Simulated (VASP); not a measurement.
A run of VASP 6.6.1:

Contents of INCAR:

```
SYSTEM = KF
  ALGO = Normal
  EDIFF = 1E-6
  ENCUT = 520
  ISIF = 2
  ISMEAR = -1
  LASPH = .True.
  LCHARG = .False.
  LREAL = .False.
  LWAVE = .False.
  NBANDS = 15
  NELM = 100
  PREC = Accurate
  SIGMA = 0.05
```

Contents of KPOINTS:

```
k-points
0
Gamma
  9 9 9
  0 0 0
```

POSCAR

```
KF
1.0
    0.0000000000      2.7070099531      2.7070099531
    2.7070099531      0.0000000000      2.7070099531
    2.7070099531      2.7070099531      0.0000000000
K F
1 1
Direct
    0.0000000000      0.0000000000      0.0000000000
    0.5000000000      0.5000000000      0.5000000000
```

Potentials or basis: VASP PAW LDA potentials, release 64 (K_sv, F).

Launch:

```sh
$ cat potpaw_LDA.64/K_sv/POTCAR potpaw_LDA.64/F/POTCAR > POTCAR
$ mpirun -np 1 vasp_std > vasp.out
```

Hardware: 1 thread of Intel Xeon 8259CL, on a shared host.

Q: Estimate the wall time of this run.

A: Run time: 25 s on 1 thread of Intel Xeon 8259CL, with other jobs on the host, peak memory 0.15 GiB. Counts: scf iterations 13, k points 35.
